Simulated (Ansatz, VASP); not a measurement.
Si4B: VASP beside Ansatz

```xyz
10
Lattice="-0.0006 0.0013 5.1090 -4.0793 4.0863 2.5558 -4.0808 -4.0866 2.5541" Properties=species:S:1:pos:R:3 pbc="T T T"
Si   -6.6549    0.7360    6.2543
Si   -5.5863   -0.7344    7.7968
Si   -1.5059   -0.7357    1.1440
Si   -4.8138    1.5087    4.9770
Si   -4.8157   -2.5767    6.5196
Si   -2.5739    0.7349    2.6876
Si   -3.3466   -1.5082    4.9756
Si   -3.3458    2.5792    6.5208
B    -8.1601   -0.0003    5.1089
B    -4.0803    0.0007    3.8330
```

Change from the starting cell: cell x1, atoms moved at random (sigma 0.15 Å) and cell strained at random (1.5 %), then relaxed without symmetry.

Alike in both runs: functional PBE; k mesh 6 × 6 × 6; occupations gaussian, width 0.2 eV; no spin polarisation.

Ansatz relaxed the structure, and its values are those at the end. VASP's run is a single point on that final structure, the one shown.

|  | VASP | Ansatz |
| --- | --- | --- |
| version | VASP 6.6.1 | Ansatz 0.2.0 |
| potentials or method | VASP PAW PBE potentials, release 64 (Si, B), cutoff 520 eV | scalar-relativistic, plane waves, PAW |
| valence electrons in the cell | 38 | 38 |

VASP gave:

- gap on the k mesh at the Fermi level (eV): none
- pressure (GPa): -0.1
- rms of the force components (eV/Å): 0.008

Q: Estimate Ansatz's values.

A: gap on the k mesh at the Fermi level (eV): none; pressure (GPa): 0.0; rms of the force components (eV/Å): 0.005.

A gap of «none» marks a metal or a gap that the smearing closes.
